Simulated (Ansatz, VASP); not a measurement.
## One calculation of AlN, two programs

INCAR

```
SYSTEM = AlN
PREC = Accurate
ENCUT = 520
EDIFF = 1E-6
ISMEAR = 0
SIGMA = 0.05
LREAL = .False.
LASPH = .True.
NELM = 100
ALGO = Normal
ISIF = 2
LWAVE = .False.
LCHARG = .True.
GGA = RE
LELF = .True.
LVHAR = .True.
NBANDS = 11
```

KPOINTS

```
Automatic mesh
0
Gamma
  10 10 10
  0 0 0
```

The input POSCAR:

```
AlN
1.0
    0.0000000000      2.0580353651      2.0580353651
    2.0580353651      0.0000000000      2.0580353651
    2.0580353651      2.0580353651      0.0000000000
Al N
1 1
Direct
    0.0000000000      0.0000000000      0.0000000000
    0.5000000000      0.5000000000      0.5000000000
```

Input for Ansatz:

```yaml
crystal:
  lattice:
    - [0.0, 2.0580353651, 2.0580353651]
    - [2.0580353651, 0.0, 2.0580353651]
    - [2.0580353651, 2.0580353651, 0.0]
  atoms:
    - { symbol: Al, position: [0.0, 0.0, 0.0] }
    - { symbol: "N", position: [0.5, 0.5, 0.5] }
basis:
  ecutwfc: 420
  ecutrho_ratio: 4
kpoints:
  mp_grid: { grid: [10, 10, 10] }
hamiltonian:
  xc: revpbe
scf:
  occupations: { method: gaussian, width: 0.05 }
output:
  forces: true
  stress: true
  eigenvalues: true
```

Alike in both runs: task single point; functional revPBE; k mesh 10 × 10 × 10; occupations gaussian, width 0.05 eV; no spin polarisation.

|  | VASP | Ansatz |
| --- | --- | --- |
| version | VASP 6.6.1 | Ansatz 0.2.0 |
| potentials or method | VASP PAW PBE potentials, release 64 (Al, N), cutoff 520 eV | scalar-relativistic, plane waves, PAW |
| valence electrons in the cell | 8 | 8 |

Ansatz gave:

| Property | Result |
| --- | --- |
| gap on the k mesh at the Fermi level (eV) | 4.22 |
| least direct gap on the mesh (eV) | 4.94 |
| pressure (GPa) | -4.5 |

**Question.** What did VASP give for the same quantities?

**Answer.** gap on the k mesh at the Fermi level (eV): 4.19; least direct gap on the mesh (eV): 4.95; pressure (GPa): -5.1.

VASP's potentials were made for PBE, not for revPBE.
